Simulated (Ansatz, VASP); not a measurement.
**Pd: VASP beside Ansatz**

```xyz
2
Lattice="2.7505 0.0000 0.0000 -1.3753 2.3820 0.0000 0.0000 0.0000 4.4916" Properties=species:S:1:pos:R:3 pbc="T T T"
Pd    0.0000    1.5880    1.1229
Pd    1.3753    0.7940    3.3687
```

Alike in both runs: task relaxation of cell and atoms; functional PBEsol; k mesh 13 × 13 × 7; occupations fermi-dirac, width 0.05 eV; collinear spin.

|  | VASP | Ansatz |
| --- | --- | --- |
| version | VASP 6.6.1 | Ansatz 0.2.0 |
| potentials or method | VASP PAW PBE potentials, release 64 (Pd), cutoff 600 eV | plane waves (420 eV) with PAW, scalar-relativistic |
| valence electrons in the cell | 20 | 36 |

```tsv
	VASP	Ansatz	Ansatz less VASP
net moment per atom (μB)	0.00	0.00	0.000
relaxed volume (Å³/atom)	14.59	14.62	+0.027
relaxed cell length with the largest relative difference (Å)	4.567	4.573	+0.0064
```

VASP's potentials were made for PBE, not for PBEsol, and Ansatz warns of the same on its side. VASP's potentials hold 20 valence electrons a cell and Ansatz's 36, so a difference there can come from the potentials and not from the codes. Ansatz's warnings: seeded moment not kept.
